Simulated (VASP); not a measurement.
# CrCN (P4/mmm) in VASP: notebook, part 2 of 2

VASP 6.6.1. Earlier steps stand in the parts before.

## Step 3: Single point, PBE, collinear spin, ferromagnetic start

This run uses another cell than the first one, of 10.70 Å³/atom, 1.109 times its volume.

Contents of INCAR:

```
SYSTEM = CrCN
ALGO     = Normal         ! electronic algorithm
EDIFF    = 1E-7           ! SCF threshold, eV
ENCUT    = 520            ! plane-wave cutoff, eV
GGA      = PE             ! functional
ISIF     = 2              ! what is computed and relaxed
ISMEAR   = 0              ! smearing method
ISPIN    = 2              ! spin polarisation
LASPH    = .TRUE.         ! aspherical terms in the spheres
LCHARG   = .FALSE.        ! write CHGCAR
LMAXMIX  = 4              ! l up to which the mixer works
LORBIT   = 11             ! projections on sites
LREAL    = .FALSE.        ! projectors in reciprocal space
LWAVE    = .FALSE.        ! write WAVECAR
MAGMOM   = 3 0 0          ! initial moments
NBANDS   = 22             ! bands
NELM     = 150            ! most SCF steps
PREC     = Accurate       ! precision mode
SIGMA    = 0.1            ! smearing width, eV
```

Contents of KPOINTS:

```
k-points
0
G
  6 6 4
  0 0 0
```

Contents of POSCAR:

```
CrCN
1.0
    2.8585881400      0.0000000000      0.0000000000
    0.0000000000      2.8585881400      0.0000000000
    0.0000000000      0.0000000000      3.9298831800
Cr C N
1 1 1
Direct
    0.0000000000      0.0000000000      0.0000000000
    0.0000000000      0.0000000000      0.5000000000
    0.5000000000      0.5000000000      0.0000000000
```

Potentials or basis: VASP PAW PBE potentials, release 64 (Cr_pv, C, N).

Started as:

```sh
> cat potpaw_PBE.64/Cr_pv/POTCAR potpaw_PBE.64/C/POTCAR potpaw_PBE.64/N/POTCAR > POTCAR
> mpirun -np 1 vasp_std > vasp.out
```

OUTCAR:

```text
SYSTEM = CrCN
   EDIFF = 1E-7
   ENCUT = 520
   GGA = PE
   ISIF = 2
   ISMEAR = 0
   ISPIN = 2
   LASPH = .TRUE.
   LORBIT = 11
   LREAL = .FALSE.
   NELM = 150
   PREC = Accurate

 ion  position               nearest neighbor table
   1  0.000  0.000  0.000-   2 1.96   2 1.96   3 2.02   3 2.02   3 2.02   3 2.02
   2  0.000  0.000  0.500-   1 1.96   1 1.96
   3  0.500  0.500  0.000-   1 2.02   1 2.02   1 2.02   1 2.02

  LATTYP: Found a simple tetragonal cell.
 ALAT       =     2.8585881400
 C/A-ratio  =     1.3747636902

  Lattice vectors:

 A1 = (   2.8585881400,   0.0000000000,   0.0000000000)
 A2 = (   0.0000000000,   2.8585881400,   0.0000000000)
 A3 = (   0.0000000000,   0.0000000000,   3.9298831800)

Analysis of symmetry for initial positions (statically):
=====================================================================
 Subroutine PRICEL returns:
 Original cell was already a primitive cell.

 Routine SETGRP: Setting up the symmetry group for a
 simple tetragonal supercell.

 Subroutine GETGRP returns: Found 16 space group operations
 (whereof 16 operations were pure point group operations)
 out of a pool of 16 trial point group operations.

The static configuration has the point symmetry D_4h.

Analysis of symmetry for dynamics (positions and initial velocities):
=====================================================================
 Subroutine PRICEL returns:
 Original cell was already a primitive cell.

 Routine SETGRP: Setting up the symmetry group for a
 simple tetragonal supercell.

 Subroutine GETGRP returns: Found 16 space group operations
 (whereof 16 operations were pure point group operations)
 out of a pool of 16 trial point group operations.

The dynamic configuration has the point symmetry D_4h.

Analysis of structural, dynamic, and magnetic symmetry:
=====================================================================
 Subroutine PRICEL returns:
 Original cell was already a primitive cell.

[... 153 lines left out ...]
  ---------------------------------------------------
  ext. energy  EPLUGINS =         0.00000000
  ---------------------------------------------------
  free energy    TOTEN  =       -23.38938884 eV

  energy without entropy =      -23.37582303  energy(sigma->0) =      -23.38260594

 E-fermi :   5.6702     XC(G=0): -11.6044

 val. band max:        5.6671676025   @ k =   0.5000   0.1667   0.2500
 cond. band min:       5.6893219191   @ k =   0.5000   0.1667   0.0000
 fundamental gap:      0.0221543166
 Fermi energy:         5.6702419212

 spin component 1

 k-point     1 :       0.0000    0.0000    0.0000
  band No.  band energies     occupation
      1     -37.8370      1.00000
      2     -37.8370      1.00000
      3     -37.4781      1.00000
      4     -10.1092      1.00000
      5      -4.6971      1.00000
      6       1.4879      1.00000
[... 589 lines left out ...]
     21      23.2507      0.00000
     22      23.4665      0.00000

 [... further k-points ...]

 spin component 2

 k-point     1 :       0.0000    0.0000    0.0000
  band No.  band energies     occupation
      1     -38.3280      1.00000
      2     -38.3280      1.00000
      3     -37.9412      1.00000
      4     -10.1000      1.00000
      5      -4.6177      1.00000
      6       1.5323      1.00000
[... 589 lines left out ...]
     21      23.1409      0.00000
     22      23.4214      0.00000

 [... further k-points ...]
[... 5 lines left out ...]
  --------------------------------------------------------------------------------------
  -------------------------------------------------------------------------------------
  Total       -4.1639169     -4.1639169     -3.1637542      0.0000000     -0.0000000      0.0000000
  in kB     -207.7446373   -207.7446373   -157.8448808      0.0000000     -0.0000000      0.0000000
  external PRESSURE =    -191.1113851 kB  Pullay stress =       0.0000000 kB

 VOLUME and BASIS-vectors are now :
 -----------------------------------------------------------------------------
  energy-cutoff  :      520.00
  volume of cell :       32.11
      direct lattice vectors                 reciprocal lattice vectors
     2.858588140  0.000000000  0.000000000     0.349823042  0.000000000  0.000000000
     0.000000000  2.858588140  0.000000000     0.000000000  0.349823042  0.000000000
     0.000000000  0.000000000  3.929883180     0.000000000  0.000000000  0.254460490

 POSITION                                       TOTAL-FORCE (eV/Angst)
 -----------------------------------------------------------------------------------
      0.00000      0.00000      0.00000         0.000000      0.000000      0.000000
      0.00000      0.00000      1.96494         0.000000      0.000000      0.000000
      1.42929      1.42929      0.00000         0.000000      0.000000      0.000000
 -----------------------------------------------------------------------------------
    total drift:                                0.000000     -0.000000     -0.000000

  FREE ENERGIE OF THE ION-ELECTRON SYSTEM (eV)
  ---------------------------------------------------
  free  energy   TOTEN  =       -23.3893888400 eV

  energy  without entropy=      -23.3758230317  energy(sigma->0) =      -23.38260594

 total charge

# of ion       s       p       d       tot
------------------------------------------
    1        0.375   6.449   4.196  11.019
    2        1.002   1.167   0.000   2.169
    3        1.284   2.305   0.000   3.589
--------------------------------------------------
tot          2.661   9.921   4.196  16.778

 magnetization (x)

# of ion       s       p       d       tot
------------------------------------------
    1       -0.004  -0.009  -0.450  -0.463
    2        0.005   0.045   0.000   0.050
    3        0.002   0.016   0.000   0.018
--------------------------------------------------
tot          0.002   0.052  -0.450  -0.395
```

OSZICAR:

```text
N       E                     dE             d eps       ncg     rms          rms(c)
DAV:   1     0.174839964026E+03    0.17484E+03   -0.10939E+04  2648   0.101E+03
DAV:   2    -0.210678386014E+02   -0.19591E+03   -0.18531E+03  2898   0.302E+02
DAV:   3    -0.309448202390E+02   -0.98770E+01   -0.97577E+01  3162   0.727E+01
DAV:   4    -0.310381749384E+02   -0.93355E-01   -0.93298E-01  2828   0.764E+00
[... 21 lines left out ...]
DAV:  26    -0.233893852529E+02   -0.17396E-04   -0.46812E-05  2640   0.426E-02    0.822E-02
DAV:  27    -0.233893877070E+02   -0.24541E-05   -0.31071E-05  3364   0.217E-02    0.194E-02
DAV:  28    -0.233893887211E+02   -0.10141E-05   -0.32917E-06  2640   0.938E-03    0.157E-03
DAV:  29    -0.233893888112E+02   -0.90130E-07   -0.11904E-06  3056   0.413E-03    0.340E-04
DAV:  30    -0.233893888400E+02   -0.28817E-07   -0.63455E-08  2020   0.176E-03
   1 F= -.23389389E+02 E0= -.23382606E+02  d E =-.135658E-01  mag=    -0.3639
```

stdout:

```text
POSCAR found type information on POSCAR CrC N
 POSCAR found :  3 types and       3 ions
 scaLAPACK will be used
 LDA part: xc-table for (Slater+PW92), standard interpolation
 POSCAR, INCAR and KPOINTS ok, starting setup
 FFT: planning ... GRIDC
 FFT: planning ... GRID_SOFT
 FFT: planning ... GRID
 WAVECAR not read
 entering main loop
```

Wall time 58 s (1 thread of Intel Xeon 6975P-C, shared host); peak memory 0.18 GiB.

Results:

| Property | Result |
| --- | --- |
| Free energy | -23.3894 eV |
| Pressure | -19.1 GPa |
| Net moment | -0.36 μB per cell |
| Site moments | Cr -0.46; C +0.05; N +0.02 μB |
| Valence electrons inside the program's atomic spheres | Cr 11.02; C 2.17; N 3.59 |

Stress tensor (GPa, compression positive):
```
-20.77   0.00   0.00
  0.00 -20.77   0.00
  0.00   0.00 -15.78
```

Levels at points of the mesh, in eV from the Fermi level:
Spin up:
| k point | band 7 | band 8 | band 9 | band 10 | band 11 | band 12 | band 13 | band 14 |
| --- | --- | --- | --- | --- | --- | --- | --- | --- |
| (0.00, 0.00, 0.00) | -2.14 | -1.82 | -1.82 | -0.06 | 0.27 | 0.27 | 1.38 | 1.98 |
| (0.50, 0.00, 0.00) | -4.83 | -3.85 | -2.03 | -0.63 | 0.43 | 0.94 | 2.02 | 2.35 |
| (0.50, 0.50, 0.00) | -4.83 | -1.47 | -0.86 | -0.86 | -0.15 | -0.15 | 0.30 | 1.15 |
| (0.00, 0.00, 0.50) | -2.10 | -1.62 | -1.62 | -1.51 | -0.92 | -0.92 | -0.05 | 3.74 |
| (0.50, 0.00, 0.50) | -5.84 | -4.82 | -3.93 | -0.59 | 0.98 | 1.06 | 2.13 | 4.02 |
| (0.50, 0.50, 0.50) | -4.17 | -3.67 | -3.36 | -3.36 | -1.99 | 1.15 | 2.09 | 2.29 |
Spin down:
| k point | band 8 | band 9 | band 10 | band 11 | band 12 | band 13 | band 14 | band 15 |
| --- | --- | --- | --- | --- | --- | --- | --- | --- |
| (0.00, 0.00, 0.00) | -1.83 | -1.83 | -0.33 | -0.26 | -0.26 | 1.46 | 1.74 | 2.41 |
| (0.50, 0.00, 0.00) | -3.96 | -1.88 | -0.64 | -0.10 | 0.40 | 1.75 | 2.53 | 3.33 |
| (0.50, 0.50, 0.00) | -1.34 | -1.33 | -1.33 | -0.02 | -0.02 | 0.30 | 0.52 | 1.74 |
| (0.00, 0.00, 0.50) | -1.64 | -1.64 | -1.38 | -1.23 | -1.23 | -0.33 | 3.69 | 3.69 |
| (0.50, 0.00, 0.50) | -4.94 | -4.06 | -0.93 | 0.52 | 1.15 | 1.74 | 4.01 | 4.88 |
| (0.50, 0.50, 0.50) | -3.79 | -3.48 | -3.48 | -1.87 | 0.53 | 1.83 | 2.05 | 2.05 |

Caveat: the k points lie up to 0.40 Å⁻¹ apart. With open d or f shells a metallic result of PBE can be an artefact of self-interaction; +U or a hybrid may open a gap.

## Step 4: Single point, PBE

This run uses another cell than the first one, of 9.68 Å³/atom, 1.002 times its volume.

Contents of INCAR:

```
  PREC = Accurate
  ENCUT = 520
  EDIFF = 1E-6
  ISMEAR = 0
  SIGMA = 0.1
  LREAL = False
  LASPH = True
  NELM = 100
  ALGO = Normal
  ISIF = 2
  LWAVE = False
  LCHARG = False
  GGA = PE
  NBANDS = 18
```

Contents of KPOINTS:

```
regular mesh
0
Gamma
  16 16 12
```

Contents of POSCAR:

```
CrCN
1.0
    2.7461072466      0.0000000000      0.0000000000
    0.0000000000      2.7461072466      0.0000000000
    0.0000000000      0.0000000000      3.8501422572
Cr C N
1 1 1
Direct
    0.0000000000      0.0000000000      0.0000000000
    0.0000000000      0.0000000000      0.5000000000
    0.5000000000      0.5000000000      0.0000000000
```

Started as:

```sh
> cat potpaw_PBE.64/Cr_pv/POTCAR potpaw_PBE.64/C/POTCAR potpaw_PBE.64/N/POTCAR > POTCAR
> mpirun -np 1 vasp_std > vasp.out
```

Run time: 2.1 min. Hardware: 1 thread of Intel Xeon 6975P-C, shared host; peak memory 0.28 GiB.

Results (log left out):

- Free energy: -23.6008 eV
- Pressure: 0.0 GPa

Stress tensor (GPa, compression positive):
```
 0.13  0.00  0.00
 0.00  0.13  0.00
 0.00  0.00 -0.16
```

Levels at points of the mesh, in eV from the Fermi level:
```
           k point  band 8  band 9  band 10  band 11  band 12  band 13
(0.00, 0.00, 0.00)   -1.90   -1.90    -0.20     0.06     0.06     1.70
(0.50, 0.00, 0.00)   -4.52   -2.23    -0.51     0.25     0.85     2.25
(0.50, 0.50, 0.00)   -1.64   -1.31    -1.31    -0.18    -0.18     0.61
(0.00, 0.00, 0.50)   -1.71   -1.71    -1.50    -1.04    -1.04    -0.20
(0.50, 0.00, 0.50)   -5.52   -4.19    -0.66     1.00     1.08     2.21
(0.50, 0.50, 0.50)   -3.80   -3.79    -3.79    -2.21     1.04     2.30
```

Caveat: the run has no spin polarisation, though such a crystal can be magnetic.
